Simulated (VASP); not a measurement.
# NaH in VASP: a series of runs

The runs below take NaH through single point, with r2SCAN.

Program: VASP 6.6.1. These are calculated values, not measurements. Logs are shortened: lines on timing, memory, paths and dates and some standing lists are left out, and cuts for length are marked.

### 1 The cell of the first run

The structure is cubic, space group Pm-3m (No. 221). Conventional cell: a = 2.807 Å, b = 2.807 Å, c = 2.807 Å, α = 90.00°, β = 90.00°, γ = 90.00°. Na (site symmetry m-3m) has 8 H at 2.43 Å and 6 Na at 2.81 Å within 3.2 Å. Within 3.2 Å of H (site symmetry m-3m) lie 8 Na at 2.43 Å and 6 H at 2.81 Å.

### 2 Single point, r2SCAN (strain -0.050 along x and y, -0.050 along z)

The input, POSCAR:

```
NaH
1.0
    2.8073678000      0.0000000000      0.0000000000
    0.0000000000      2.8073678000      0.0000000000
    0.0000000000      0.0000000000      2.8073678000
Na H
1 1
Direct
    0.0000000000      0.0000000000      0.0000000000
    0.5000000000      0.5000000000      0.5000000000
```

The input, INCAR.step1:

```
ALGO = Normal ; EDIFF = 1E-4
ENCUT = 520 ; GGA = PE
ISMEAR = 0 ; LASPH = True
LCHARG = False ; LREAL = False
LWAVE = True ; NBANDS = 11
NELM = 100 ; PREC = Accurate
SIGMA = 0.05
```

The input, INCAR.step2:

```
ALGO = Normal ; EDIFF = 1E-7
ENCUT = 520 ; ISIF = 2
ISMEAR = 0 ; ISTART = 1
LASPH = True ; LCHARG = True
LELF = True ; LMIXTAU = True
LREAL = False ; LVHAR = True
LWAVE = False ; METAGGA = R2SCAN
NBANDS = 11 ; NELM = 100
PREC = Accurate ; SIGMA = 0.05
```

The input, KPOINTS:

```
k-points
0
Gamma
  10 10 10
```

Potentials or basis: VASP PAW PBE potentials, release 64 (Na_pv, H).

Command:

```console
$ cat potpaw_PBE.64/Na_pv/POTCAR potpaw_PBE.64/H/POTCAR > POTCAR
$ cp INCAR.step1 INCAR
$ mpirun -np 1 vasp_std > vasp.out
$ cp INCAR.step2 INCAR
$ mpirun -np 1 vasp_std > vasp.out
```

OUTCAR:

```text
EDIFF = 1E-7
   ENCUT = 520
   ISIF = 2
   ISMEAR = 0
   ISTART = 1
   LASPH = True
   LREAL = False
   METAGGA = R2SCAN
   NELM = 100
   PREC = Accurate

 ion  position               nearest neighbor table
   1  0.000  0.000  0.000-
   2  0.500  0.500  0.500-

  LATTYP: Found a simple cubic cell.
 ALAT       =     2.8073678000

  Lattice vectors:

 A1 = (   2.8073678000,   0.0000000000,   0.0000000000)
 A2 = (   0.0000000000,   2.8073678000,   0.0000000000)
 A3 = (   0.0000000000,   0.0000000000,   2.8073678000)

Analysis of symmetry for initial positions (statically):
=====================================================================
 Subroutine PRICEL returns:
 Original cell was already a primitive cell.

 Routine SETGRP: Setting up the symmetry group for a
 simple cubic supercell.

 Subroutine GETGRP returns: Found 48 space group operations
 (whereof 48 operations were pure point group operations)
 out of a pool of 48 trial point group operations.

The static configuration has the point symmetry O_h .

Analysis of symmetry for dynamics (positions and initial velocities):
=====================================================================
 Subroutine PRICEL returns:
 Original cell was already a primitive cell.

 Routine SETGRP: Setting up the symmetry group for a
 simple cubic supercell.

 Subroutine GETGRP returns: Found 48 space group operations
 (whereof 48 operations were pure point group operations)
 out of a pool of 48 trial point group operations.

The dynamic configuration has the point symmetry O_h .

 Subroutine INISYM returns: Found 48 space group operations
 (whereof 48 operations are pure point group operations),
 and found     1 'primitive' translations

----------------------------------------------------------------------------------------

                                     Primitive cell

  volume of cell :      22.1257

  direct lattice vectors                    reciprocal lattice vectors
     2.807367800  0.000000000  0.000000000     0.356205553  0.000000000  0.000000000
     0.000000000  2.807367800  0.000000000     0.000000000  0.356205553  0.000000000
     0.000000000  0.000000000  2.807367800     0.000000000  0.000000000  0.356205553

  length of vectors
     2.807367800  2.807367800  2.807367800     0.356205553  0.356205553  0.356205553

  position of ions in fractional coordinates (direct lattice)
     0.000000000  0.000000000  0.000000000
     0.500000000  0.500000000  0.500000000

  ion indices of the primitive-cell ions
   primitive index   ion index
                 1           1
                 2           2

----------------------------------------------------------------------------------------

 KPOINTS: k-points

Automatic generation of k-mesh.
 Grid dimensions read from file:
 generate k-points for:   10   10   10

 Generating k-lattice:

  Cartesian coordinates                     Fractional coordinates (reciprocal lattice)
     0.035620555  0.000000000  0.000000000     0.100000000  0.000000000  0.000000000
     0.000000000  0.035620555  0.000000000     0.000000000  0.100000000  0.000000000
     0.000000000  0.000000000  0.035620555     0.000000000  0.000000000  0.100000000

  Length of vectors
     0.035620555  0.035620555  0.035620555

  Shift w.r.t. Gamma in fractional coordinates (k-lattice)
     0.000000000  0.000000000  0.000000000

 Subroutine IBZKPT returns following result:
 ===========================================

 Found     56 irreducible k-points:

 Following reciprocal coordinates:
            Coordinates               Weight
  0.000000  0.000000  0.000000      1.000000
  0.100000  0.000000  0.000000      6.000000
  0.200000  0.000000  0.000000      6.000000
  0.300000  0.000000  0.000000      6.000000
  0.400000  0.000000  0.000000      6.000000
  0.500000  0.000000  0.000000      3.000000
[... 16 lines left out ...]
  0.200000  0.100000  0.100000     24.000000
  0.300000  0.100000  0.100000     24.000000
 [... further k-points ...]
   k-points           NKPTS =     56   k-points in BZ     NKDIM =     56   number of bands    NBANDS=     11
   number of dos      NEDOS =    301   number of ions     NIONS =      2
   total plane-waves  NPLWV =  13824
   dimension x,y,z NGX =    24 NGY =   24 NGZ =   24
   dimension x,y,z NGXF=    48 NGYF=   48 NGZF=   48
   ions per type =               1   1
   NGX,Y,Z   is equivalent  to a cutoff of  14.21, 14.21, 14.21 a.u.
   NGXF,Y,Z  is equivalent  to a cutoff of  28.42, 28.42, 28.42 a.u.
 SYSTEM =  unknown system
   PREC   = accura    normal or accurate (medium, high low for compatibility)
   ISTART =      1    job   : 0-new  1-cont  2-samecut
   ICHARG =      0    charge: 1-file 2-atom 10-const
   ISPIN  =      1    spin polarized calculation?
   LNONCOLLINEAR =      F non collinear calculations
   LSORBIT =      F    spin-orbit coupling
   LASPH  =      T    aspherical Exc in radial PAW
   ENCUT  =  520.0 eV  38.22 Ry    6.18 a.u.   5.22  5.22  5.22*2*pi/ulx,y,z
   NELM   =    100;   NELMIN=  2; NELMDL=  0     # of ELM steps
   EDIFF  = 0.1E-06   stopping-criterion for ELM
   LREAL  =      F    real-space projection
   EDIFFG = 0.1E-05   stopping-criterion for IOM
   NSW    =      0    number of steps for IOM
   IBRION =     -1    ionic relax: 0-MD 1-quasi-New 2-CG
   NFREE  =      0    steps in history (QN), initial steepest desc. (CG)
   ISIF   =      2    stress and relaxation
   ISYM   =      2    0-nonsym 1-usesym 2-fastsym
   POTIM  = 0.5000    time-step for ionic-motion
   TEBEG  =    0.0;   TEEND  =   0.0 temperature during run
   PSTRESS=    0.0 pullay stress
   NELECT =       8.0000    total number of electrons
   NUPDOWN=      -1.0000    fix difference up-down
   EMIN   =  10.00;   EMAX   =-10.00  energy-range for DOS
   EFERMI =   0.00;   METHOD = LEGACY
   ISMEAR =     0;   SIGMA  =   0.05  broadening in eV -4-tet -1-fermi 0-gaus
   EFERMI_NEDOS =   21; number of points for ismear=-14 and -15
   IALGO  =     38    algorithm
   IMIX   =      4    mixing-type and parameters
     AMIX     =   0.40;   BMIX     =  1.00
     AMIX_MAG =   1.60;   BMIX_MAG =  1.00
  volume/ion in A,a.u.               =      11.06        74.66
  Fermi-wavevector in a.u.,A,eV,Ry     =   1.166287  2.203963 18.506996  1.360226
  Thomas-Fermi vector in A             =   2.302802
   LORBIT       =      0    0 simple, 1 ext, 2 COOP (PROOUT), +10 PAW based schemes
   METAGGA = R2SCAN    functional components
   LHFCALC =     F    Hartree Fock is set to
   AEXX    =    0.0000 exact exchange contribution
   IVDW    =     0    specifies the selected vdW correction
   LEPSILON=     F    determine dielectric tensor
   LRPA    =     F    only Hartree local field effects (RPA)
 non-spin polarized calculation
 Gauss-broadening in eV      SIGMA  =   0.05
  energy-cutoff  :      520.00
  volume of cell :       22.13
 maximum number of plane-waves:       624
 NGX is ok and might be reduce to    24
   NGX = 11   NGY = 11   NGZ = 11

 number of electron       7.9999993 magnetization

 Free energy of the ion-electron system (eV)
  ---------------------------------------------------
  ext. energy  EPLUGINS =         0.00000000
  ---------------------------------------------------
  free energy    TOTEN  =        -7.26245102 eV

  energy without entropy =       -7.26245102  energy(sigma->0) =       -7.26245102

 E-fermi :   2.1812     XC(G=0):  -9.1796

 val. band max:        1.9114657401   @ k =   0.5000   0.5000   0.5000
 cond. band min:       3.5425232895   @ k =   0.5000   0.0000   0.0000
 fundamental gap:      1.6310575495
 Fermi energy:         2.1812414505

 k-point     1 :       0.0000    0.0000    0.0000
  band No.  band energies     occupation
      1     -23.6326      2.00000
      2     -23.6326      2.00000
      3     -23.6326      2.00000
      4      -4.8149      2.00000
      5      13.0220      0.00000
      6      14.1145      0.00000
      7      14.1145      0.00000
      8      16.3742      0.00000
      9      16.3742      0.00000
     10      16.3742      0.00000
     11      30.6336      0.00000

 k-point     2 :       0.1000    0.0000    0.0000
  band No.  band energies     occupation
      1     -23.6584      2.00000
      2     -23.6304      2.00000
      3     -23.6304      2.00000
      4      -4.6363      2.00000
      5      11.4266      0.00000
      6      13.6473      0.00000
      7      14.3006      0.00000
      8      16.4852      0.00000
      9      16.4852      0.00000
     10      18.8657      0.00000
     11      29.1887      0.00000

 k-point     3 :       0.2000    0.0000    0.0000
  band No.  band energies     occupation
      1     -23.7252      2.00000
      2     -23.6246      2.00000
      3     -23.6246      2.00000
      4      -4.1191      2.00000
      5       8.6635      0.00000
      6      14.0112      0.00000
      7      14.8539      0.00000
      8      16.8064      0.00000
      9      16.8064      0.00000
     10      22.5042      0.00000
     11      26.9867      0.00000

 k-point     4 :       0.3000    0.0000    0.0000
  band No.  band energies     occupation
      1     -23.8068      2.00000
      2     -23.6173      2.00000
      3     -23.6173      2.00000
      4      -3.3341      2.00000
      5       6.1984      0.00000
      6      14.5680      0.00000
      7      15.7507      0.00000
      8      17.2907      0.00000
      9      17.2907      0.00000
     10      24.1730      0.00000
     11      25.0303      0.00000

 k-point     5 :       0.4000    0.0000    0.0000
  band No.  band energies     occupation
      1     -23.8721      2.00000
      2     -23.6114      2.00000
      3     -23.6114      2.00000
      4      -2.4734      2.00000
      5       4.3212      0.00000
      6      15.0769      0.00000
      7      16.8896      0.00000
      8      17.8057      0.00000
      9      17.8057      0.00000
     10      21.8670      0.00000
     11      23.6185      0.00000
[... 211 lines left out ...]
 k-point    21 :       0.5000    0.5000    0.0000
  band No.  band energies     occupation
      1     -23.8464      2.00000
      2     -23.8464      2.00000
      3     -23.5879      2.00000
      4      -0.2382      2.00000
      5       7.0306      0.00000
      6       7.0306      0.00000
      7      10.4687      0.00000
      8      18.9611      0.00000
      9      22.7817      0.00000
     10      22.7817      0.00000
     11      23.1897      0.00000

 k-point    22 :       0.1000    0.1000    0.1000
  band No.  band energies     occupation
      1     -23.6589      2.00000
      2     -23.6507      2.00000
      3     -23.6507      2.00000
      4      -4.2867      2.00000
      5      11.1465      0.00000
      6      12.2260      0.00000
      7      12.2260      0.00000
      8      18.7702      0.00000
      9      19.1990      0.00000
     10      19.1990      0.00000
     11      26.6852      0.00000

 k-point    23 :       0.2000    0.1000    0.1000
  band No.  band energies     occupation
      1     -23.7195      2.00000
      2     -23.6489      2.00000
      3     -23.6445      2.00000
      4      -3.7848      2.00000
      5       8.9499      0.00000
      6      12.0652      0.00000
      7      12.7187      0.00000
      8      19.1724      0.00000
      9      19.3389      0.00000
     10      22.5172      0.00000
     11      24.2921      0.00000

 k-point    24 :       0.3000    0.1000    0.1000
  band No.  band energies     occupation
      1     -23.7993      2.00000
      2     -23.6409      2.00000
      3     -23.6368      2.00000
      4      -3.0253      2.00000
      5       6.5376      0.00000
      6      12.6556      0.00000
      7      13.5289      0.00000
      8      19.0152      0.00000
      9      19.5862      0.00000
     10      22.9268      0.00000
     11      23.2633      0.00000

 [... further k-points ...]
[... 5 lines left out ...]
  --------------------------------------------------------------------------------------
  -------------------------------------------------------------------------------------
  Total        0.5158198      0.5158198      0.5158198      0.0000000      0.0000000      0.0000000
  in kB       37.3517244     37.3517244     37.3517244      0.0000000      0.0000000      0.0000000
  external PRESSURE =      37.3517244 kB  Pullay stress =       0.0000000 kB

 VOLUME and BASIS-vectors are now :
 -----------------------------------------------------------------------------
  energy-cutoff  :      520.00
  volume of cell :       22.13
      direct lattice vectors                 reciprocal lattice vectors
     2.807367800  0.000000000  0.000000000     0.356205553  0.000000000  0.000000000
     0.000000000  2.807367800  0.000000000     0.000000000  0.356205553  0.000000000
     0.000000000  0.000000000  2.807367800     0.000000000  0.000000000  0.356205553

 POSITION                                       TOTAL-FORCE (eV/Angst)
 -----------------------------------------------------------------------------------
      0.00000      0.00000      0.00000         0.000000      0.000000      0.000000
      1.40368      1.40368      1.40368         0.000000      0.000000      0.000000
 -----------------------------------------------------------------------------------
    total drift:                                0.000000      0.000000      0.000000

  FREE ENERGIE OF THE ION-ELECTRON SYSTEM (eV)
  ---------------------------------------------------
  free  energy   TOTEN  =        -7.2624510214 eV

  energy  without entropy=       -7.2624510214  energy(sigma->0) =       -7.26245102
```

Wall time 14 s (1 thread of Intel Xeon 6975P-C (Granite Rapids), shared host); peak memory 0.14 GiB.

Results:

* Free energy: -7.2625 eV
* Pressure: 3.7 GPa
* Band gap on the k mesh: 1.63 eV, indirect (least direct gap 5.58 eV)

Levels at points of the mesh, in eV from the valence-band top:
| k point | band 1 | band 2 | band 3 | band 4 | band 5 | band 6 | band 7 | band 8 |
| --- | --- | --- | --- | --- | --- | --- | --- | --- |
| (0.00, 0.00, 0.00) | -25.54 | -25.54 | -25.54 | -6.73 | 11.11 | 12.20 | 12.20 | 14.46 |
| (0.50, 0.00, 0.00) | -25.81 | -25.52 | -25.52 | -3.95 | 1.63 | 13.38 | 15.74 | 16.14 |
| (0.50, 0.50, 0.00) | -25.76 | -25.76 | -25.50 | -2.15 | 5.12 | 5.12 | 8.56 | 17.05 |
| (0.50, 0.50, 0.50) | -25.72 | -25.72 | -25.72 | 0.00 | 7.48 | 7.48 | 7.48 | 11.13 |

Caveat: the cell differs from its parent crystal (strain -0.050 along x and y, -0.050 along z); the PAW data sets were made with another functional, which shifts forces and pressure a little. A k mesh can miss the band edges.

[end of part 1 of 2]
